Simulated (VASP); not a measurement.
Here is a VASP 6.6.1 calculation.

Contents of INCAR:

```
SYSTEM = Ti
PREC = Accurate
ENCUT = 600
EDIFF = 1E-6
ISMEAR = 0
SIGMA = 0.1
LREAL = .FALSE.
LASPH = .TRUE.
NELM = 80
ALGO = Fast
ISIF = 4
LWAVE = .FALSE.
LCHARG = .FALSE.
GGA = PE
IBRION = 2
NSW = 50
EDIFFG = -0.01
```

The input KPOINTS:

```
Automatic mesh
0
G
  18 18 10
  0 0 0
```

POSCAR

```
Ti
1.0
    2.9088974294      0.0000000000      0.0000000000
   -1.4544487147      2.5191790709      0.0000000000
    0.0000000000      0.0000000000      4.6034499572
Ti
2
Direct
    0.3333333333      0.6666666667      0.2500000000
    0.6666666667      0.3333333333      0.7500000000
```

Potentials or basis: VASP PAW PBE potentials, release 64 (Ti_sv).

Command:

```sh
$ cat potpaw_PBE.64/Ti_sv/POTCAR > POTCAR
$ mpirun -np 1 vasp_std > vasp.out
```

(1) Estimate the band gap on the k mesh.

Results:

(1) zero (bands 12 and 13 overlap by 1.12 eV).
